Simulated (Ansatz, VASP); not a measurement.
Two plane-wave programs on W

```
W
1.0
     0.00000    2.04540    1.99955
     2.04540    0.00000    1.99955
     2.04540    2.04540    0.00000
W
1
Direct
  0.00000 0.00000 0.00000
```

Change from the starting cell: z stretched by -1.5 % at fixed volume, PAW files.

Alike in both runs: task electric field gradients; functional PBE; k mesh 14 × 14 × 14; occupations fermi-dirac, width 0.05 eV; no spin polarisation.

|  | VASP | Ansatz |
| --- | --- | --- |
| version | VASP 6.6.1 | Ansatz 0.2.0 |
| potentials or method | VASP PAW PBE potentials, release 64 (W_sv) | PAW with Ansatz's default frozen-core files, scalar-relativistic |
| plane-wave cutoff (eV) | 520 | 420 |
| valence electrons in the cell | 14 | 14 |

```csv
,VASP,Ansatz,Ansatz less VASP
pressure (GPa),-4.3,-4.7,-0.43
"traceless stress, the component that is largest in VASP (GPa)",-5.06,-5.03,+0.027
size of Vzz on the site where it differs most (V/Å²),14.1,12.3,-1.73
```

With one functional, cell and mesh, what is left measures potentials, basis and numerics.

Spin-orbit coupling is off throughout.
